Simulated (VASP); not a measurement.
# LiNb (P6/mmm) in VASP: notebook

LiNb is run at these levels: PBE; tasks: single point.

Everything below comes from runs of VASP 6.6.1. Logs are shortened: lines on timing, memory, paths and dates and some standing lists are left out, and cuts for length are marked.

**1. The cell of the first run**

It takes space group P6/mmm (No. 191, hexagonal). Conventional cell: a = 5.031 Å, b = 5.031 Å, c = 4.448 Å, α = 90.00°, β = 90.00°, γ = 120.00°. Li (site symmetry mmm) has 6 Nb at 2.52 to 2.66 Å and 4 Li at 2.52 Å within 3.3 Å. Within 3.3 Å of Nb (site symmetry 6/mmm) lie 6 Li at 2.52 Å. Within 3.5 Å of Nb (site symmetry -6m2) lie 6 Li at 2.66 Å and 3 Nb at 2.90 Å.

**2. Single point, PBE**

The input, INCAR:

```
SYSTEM = LiNb
ALGO = Normal ; EDIFF = 1E-6
ENCUT = 520 ; GGA = PE
ISIF = 2 ; ISMEAR = 0
LASPH = .TRUE. ; LCHARG = .TRUE.
LELF = .TRUE. ; LREAL = .FALSE.
LVHAR = .TRUE. ; LWAVE = .FALSE.
NBANDS = 33 ; NELM = 60
PREC = Accurate ; SIGMA = 0.1
```

The input, KPOINTS:

```
k-points
0
G
  6 6 4
  0 0 0
```

The input, POSCAR:

```
LiNb
1.0
    5.0311510448      0.0000000000      0.0000000000
   -2.5155755224      4.3571046151      0.0000000000
    0.0000000000      0.0000000000      4.4476876972
Li Nb
3 3
Direct
    0.5000000000      0.0000000000      0.0000000000
    0.5000000000      0.5000000000      0.0000000000
    0.0000000000      0.5000000000      0.0000000000
    0.0000000000      0.0000000000      0.0000000000
    0.3333333333      0.6666666667      0.5000000000
    0.6666666667      0.3333333333      0.5000000000
```

Potentials or basis: VASP PAW PBE potentials, release 64 (Li_sv, Nb_sv).

Started as:

```bash
> cat potpaw_PBE.64/Li_sv/POTCAR potpaw_PBE.64/Nb_sv/POTCAR > POTCAR
> mpirun -np 1 vasp_std > vasp.out
```

OUTCAR:

```text
SYSTEM = LiNb
   EDIFF = 1E-6
   ENCUT = 520
   GGA = PE
   ISIF = 2
   ISMEAR = 0
   LASPH = .TRUE.
   LREAL = .FALSE.
   NELM = 60
   PREC = Accurate

 ion  position               nearest neighbor table
   1  0.500  0.000  0.000-   4 2.52   4 2.52   2 2.52   2 2.52   3 2.52   3 2.52   6 2.66   5 2.66
                             6 2.66   5 2.66
   2  0.500  0.500  0.000-   3 2.52   3 2.52   4 2.52   1 2.52   1 2.52   4 2.52   6 2.66   5 2.66
                             6 2.66   5 2.66
   3  0.000  0.500  0.000-   2 2.52   2 2.52   4 2.52   4 2.52   1 2.52   1 2.52   6 2.66   5 2.66
                             6 2.66   5 2.66
   4  0.000  0.000  0.000-   1 2.52   1 2.52   3 2.52   3 2.52   2 2.52   2 2.52
   5  0.333  0.667  0.500-   3 2.66   3 2.66   1 2.66   1 2.66   2 2.66   2 2.66   6 2.90   6 2.90
                             6 2.90
   6  0.667  0.333  0.500-   3 2.66   3 2.66   1 2.66   1 2.66   2 2.66   2 2.66   5 2.90   5 2.90
                             5 2.90

  LATTYP: Found a hexagonal cell.
 ALAT       =     5.0311510448
 C/A-ratio  =     0.8840298488

  Lattice vectors:

 A1 = (   5.0311510448,   0.0000000000,   0.0000000000)
 A2 = (  -2.5155755224,   4.3571046151,   0.0000000000)
 A3 = (   0.0000000000,   0.0000000000,   4.4476876972)

Analysis of symmetry for initial positions (statically):
=====================================================================
 Subroutine PRICEL returns:
 Original cell was already a primitive cell.

 Routine SETGRP: Setting up the symmetry group for a
 hexagonal supercell.

 Subroutine GETGRP returns: Found 24 space group operations
 (whereof 24 operations were pure point group operations)
 out of a pool of 24 trial point group operations.

The static configuration has the point symmetry D_6h.

Analysis of symmetry for dynamics (positions and initial velocities):
=====================================================================
 Subroutine PRICEL returns:
 Original cell was already a primitive cell.

 Routine SETGRP: Setting up the symmetry group for a
 hexagonal supercell.

 Subroutine GETGRP returns: Found 24 space group operations
 (whereof 24 operations were pure point group operations)
 out of a pool of 24 trial point group operations.

The dynamic configuration has the point symmetry D_6h.

 Subroutine INISYM returns: Found 24 space group operations
 (whereof 24 operations are pure point group operations),
 and found     1 'primitive' translations

----------------------------------------------------------------------------------------

                                     Primitive cell

  volume of cell :      97.4989

  direct lattice vectors                    reciprocal lattice vectors
     5.031151045  0.000000000  0.000000000     0.198761673  0.114755106  0.000000000
    -2.515575522  4.357104615  0.000000000     0.000000000  0.229510211  0.000000000
     0.000000000  0.000000000  4.447687697     0.000000000  0.000000000  0.224835930

  length of vectors
     5.031151045  5.031151045  4.447687697     0.229510211  0.229510211  0.224835930

  position of ions in fractional coordinates (direct lattice)
     0.500000000  0.000000000  0.000000000
     0.500000000  0.500000000  0.000000000
     0.000000000  0.500000000  0.000000000
     0.000000000  0.000000000  0.000000000
     0.333333333  0.666666667  0.500000000
     0.666666667  0.333333333  0.500000000

  ion indices of the primitive-cell ions
   primitive index   ion index
                 1           1
                 2           2
                 3           3
                 4           4
                 5           5
                 6           6

----------------------------------------------------------------------------------------

 KPOINTS: k-points

Automatic generation of k-mesh.
 Grid dimensions read from file:
 generate k-points for:    6    6    4

 Generating k-lattice:

  Cartesian coordinates                     Fractional coordinates (reciprocal lattice)
     0.033126946  0.019125851  0.000000000     0.166666667  0.000000000  0.000000000
     0.000000000  0.038251702  0.000000000     0.000000000  0.166666667  0.000000000
     0.000000000  0.000000000  0.056208983     0.000000000  0.000000000  0.250000000

  Length of vectors
     0.038251702  0.038251702  0.056208983

  Shift w.r.t. Gamma in fractional coordinates (k-lattice)
     0.000000000  0.000000000  0.000000000

 Subroutine IBZKPT returns following result:
 ===========================================

 Found     21 irreducible k-points:

 Following reciprocal coordinates:
            Coordinates               Weight
  0.000000  0.000000  0.000000      1.000000
  0.166667  0.000000  0.000000      6.000000
  0.333333  0.000000  0.000000      6.000000
  0.500000  0.000000  0.000000      3.000000
  0.166667  0.166667  0.000000      6.000000
  0.333333  0.166667  0.000000     12.000000
[... 13 lines left out ...]
  0.333333  0.166667  0.500000     12.000000
  0.333333  0.333333  0.500000      2.000000
   k-points           NKPTS =     21   k-points in BZ     NKDIM =     21   number of bands    NBANDS=     33
   number of dos      NEDOS =    301   number of ions     NIONS =      6
   total plane-waves  NPLWV =  57600
   dimension x,y,z NGX =    40 NGY =   40 NGZ =   36
   dimension x,y,z NGXF=    80 NGYF=   80 NGZF=   72
   ions per type =               3   3
   NGX,Y,Z   is equivalent  to a cutoff of  13.22, 13.22, 13.46 a.u.
   NGXF,Y,Z  is equivalent  to a cutoff of  26.43, 26.43, 26.91 a.u.
 SYSTEM =  LiNb
   PREC   = accura    normal or accurate (medium, high low for compatibility)
   ISTART =      0    job   : 0-new  1-cont  2-samecut
   ICHARG =      2    charge: 1-file 2-atom 10-const
   ISPIN  =      1    spin polarized calculation?
   LNONCOLLINEAR =      F non collinear calculations
   LSORBIT =      F    spin-orbit coupling
   LASPH  =      T    aspherical Exc in radial PAW
   ENCUT  =  520.0 eV  38.22 Ry    6.18 a.u.   9.35  9.35  8.27*2*pi/ulx,y,z
   NELM   =     60;   NELMIN=  2; NELMDL= -5     # of ELM steps
   EDIFF  = 0.1E-05   stopping-criterion for ELM
   LREAL  =      F    real-space projection
   EDIFFG = 0.1E-04   stopping-criterion for IOM
   NSW    =      0    number of steps for IOM
   IBRION =     -1    ionic relax: 0-MD 1-quasi-New 2-CG
   NFREE  =      0    steps in history (QN), initial steepest desc. (CG)
   ISIF   =      2    stress and relaxation
   ISYM   =      2    0-nonsym 1-usesym 2-fastsym
   POTIM  = 0.5000    time-step for ionic-motion
   TEBEG  =    0.0;   TEEND  =   0.0 temperature during run
   PSTRESS=    0.0 pullay stress
   NELECT =      48.0000    total number of electrons
   NUPDOWN=      -1.0000    fix difference up-down
   EMIN   =  10.00;   EMAX   =-10.00  energy-range for DOS
   EFERMI =   0.00;   METHOD = LEGACY
   ISMEAR =     0;   SIGMA  =   0.10  broadening in eV -4-tet -1-fermi 0-gaus
   EFERMI_NEDOS =   21; number of points for ismear=-14 and -15
   IALGO  =     38    algorithm
   IMIX   =      4    mixing-type and parameters
     AMIX     =   0.40;   BMIX     =  1.00
     AMIX_MAG =   1.60;   BMIX_MAG =  1.00
  volume/ion in A,a.u.               =      16.25       109.66
  Fermi-wavevector in a.u.,A,eV,Ry     =   1.292673  2.442798 22.735385  1.671004
  Thomas-Fermi vector in A             =   2.424366
   LORBIT       =      0    0 simple, 1 ext, 2 COOP (PROOUT), +10 PAW based schemes
   GGA     = PE    functional components
   LHFCALC =     F    Hartree Fock is set to
   AEXX    =    0.0000 exact exchange contribution
   IVDW    =     0    specifies the selected vdW correction
   LEPSILON=     F    determine dielectric tensor
   LRPA    =     F    only Hartree local field effects (RPA)
 non-spin polarized calculation
 Gauss-broadening in eV      SIGMA  =   0.10
  energy-cutoff  :      520.00
  volume of cell :       97.50
 maximum number of plane-waves:      2651
 NGX is ok and might be reduce to    40
   NGX = 19   NGY = 19   NGZ = 17

 number of electron      48.0000013 magnetization

 Free energy of the ion-electron system (eV)
  ---------------------------------------------------
  ext. energy  EPLUGINS =         0.00000000
  ---------------------------------------------------
  free energy    TOTEN  =       -29.46770868 eV

  energy without entropy =      -29.42279862  energy(sigma->0) =      -29.44525365

 E-fermi :   6.6191     XC(G=0): -10.5914

 val. band max:        6.6143351635   @ k =   0.1667   0.0000   0.5000
 cond. band min:       6.6205901107   @ k =   0.1667   0.1667   0.0000
 fundamental gap:      0.0062549471
 Fermi energy:         6.6190600612

 k-point     1 :       0.0000    0.0000    0.0000
  band No.  band energies     occupation
      1     -48.3435      2.00000
      2     -48.0136      2.00000
      3     -47.8848      2.00000
      4     -37.9645      2.00000
      5     -37.8862      2.00000
      6     -37.8862      2.00000
[... 25 lines left out ...]
     32       9.5536      0.00000
     33      10.9754      0.00000

 k-point     2 :       0.1667    0.0000    0.0000
  band No.  band energies     occupation
      1     -48.3433      2.00000
      2     -48.0061      2.00000
      3     -47.8925      2.00000
      4     -37.9604      2.00000
      5     -37.8911      2.00000
      6     -37.8863      2.00000
[... 25 lines left out ...]
     32      10.3575      0.00000
     33      10.7565      0.00000

 k-point     3 :       0.3333    0.0000    0.0000
  band No.  band energies     occupation
      1     -48.3430      2.00000
      2     -47.9868      2.00000
      3     -47.9123      2.00000
      4     -37.9499      2.00000
      5     -37.9033      2.00000
      6     -37.8866      2.00000
[... 25 lines left out ...]
     32      10.2394      0.00000
     33      10.4989      0.00000

 k-point     4 :       0.5000    0.0000    0.0000
  band No.  band energies     occupation
      1     -48.3428      2.00000
      2     -47.9712      2.00000
      3     -47.9281      2.00000
      4     -37.9416      2.00000
      5     -37.9123      2.00000
      6     -37.8867      2.00000
[... 25 lines left out ...]
     32       9.7982      0.00000
     33      10.3009      0.00000

 k-point     5 :       0.1667    0.1667    0.0000
  band No.  band energies     occupation
      1     -48.3431      2.00000
      2     -47.9924      2.00000
      3     -47.9065      2.00000
      4     -37.9529      2.00000
      5     -37.9001      2.00000
      6     -37.8863      2.00000
[... 496 lines left out ...]
 k-point    19 :       0.1667    0.1667    0.5000
  band No.  band energies     occupation
      1     -48.3427      2.00000
      2     -47.9919      2.00000
      3     -47.9062      2.00000
      4     -37.9557      2.00000
      5     -37.9004      2.00000
      6     -37.8859      2.00000
[... 25 lines left out ...]
     32       9.6748      0.00000
     33       9.7256      0.00000

 k-point    20 :       0.3333    0.1667    0.5000
  band No.  band energies     occupation
      1     -48.3426      2.00000
      2     -47.9706      2.00000
      3     -47.9277      2.00000
      4     -37.9432      2.00000
      5     -37.9145      2.00000
      6     -37.8857      2.00000
[... 25 lines left out ...]
     32       9.7615      0.00000
     33      10.0854      0.00000

 k-point    21 :       0.3333    0.3333    0.5000
  band No.  band energies     occupation
      1     -48.3425      2.00000
      2     -47.9492      2.00000
      3     -47.9492      2.00000
      4     -37.9293      2.00000
      5     -37.9293      2.00000
      6     -37.8852      2.00000
[... 25 lines left out ...]
     32       9.5780      0.00000
     33       9.6073      0.00000

------------------------ aborting loop because EDIFF is reached ----------------------------------------

  FORCE on cell =-STRESS in cart. coord.  units (eV):
  Direction    XX          YY          ZZ          XY          YZ          ZX
  --------------------------------------------------------------------------------------
  -------------------------------------------------------------------------------------
  Total       -0.1530107     -0.1530107      0.1625624      0.0000000      0.0000000      0.0000000
  in kB       -2.5143910     -2.5143910      2.6713509      0.0000000      0.0000000      0.0000000
  external PRESSURE =      -0.7858104 kB  Pullay stress =       0.0000000 kB

 VOLUME and BASIS-vectors are now :
 -----------------------------------------------------------------------------
  energy-cutoff  :      520.00
  volume of cell :       97.50
      direct lattice vectors                 reciprocal lattice vectors
     5.031151045  0.000000000  0.000000000     0.198761673  0.114755106  0.000000000
    -2.515575522  4.357104615  0.000000000     0.000000000  0.229510211  0.000000000
     0.000000000  0.000000000  4.447687697     0.000000000  0.000000000  0.224835930

 POSITION                                       TOTAL-FORCE (eV/Angst)
 -----------------------------------------------------------------------------------
      2.51558      0.00000      0.00000        -0.000000     -0.000000      0.000000
      1.25779      2.17855      0.00000         0.000000     -0.000000      0.000000
     -1.25779      2.17855      0.00000         0.000000     -0.000000      0.000000
      0.00000      0.00000      0.00000         0.000000     -0.000000      0.000000
     -0.00000      2.90474      2.22384        -0.000000     -0.000000      0.000000
      2.51558      1.45237      2.22384         0.000000      0.000000     -0.000000
 -----------------------------------------------------------------------------------
    total drift:                               -0.000000      0.000000      0.000000

  FREE ENERGIE OF THE ION-ELECTRON SYSTEM (eV)
  ---------------------------------------------------
  free  energy   TOTEN  =       -29.4677086824 eV

  energy  without entropy=      -29.4227986185  energy(sigma->0) =      -29.44525365
```

Run time: 52 s. Hardware: 1 thread of AMD EPYC 9R45 (Zen 5), shared host; peak memory 0.21 GiB.

What came out:

| Item | Value |
| --- | --- |
| Free energy | -29.4677 eV |
| Band gap on the k mesh | zero (band 24 reaches 6.87 eV, above the bottom of band 25 at 6.35 eV) |

Caveat: the cutoff is under 1.25 times the usual one of these potentials, so pressure, stress and relaxed cells hold a basis-set (Pulay) error.

(Part 1 of 2 ends here.)
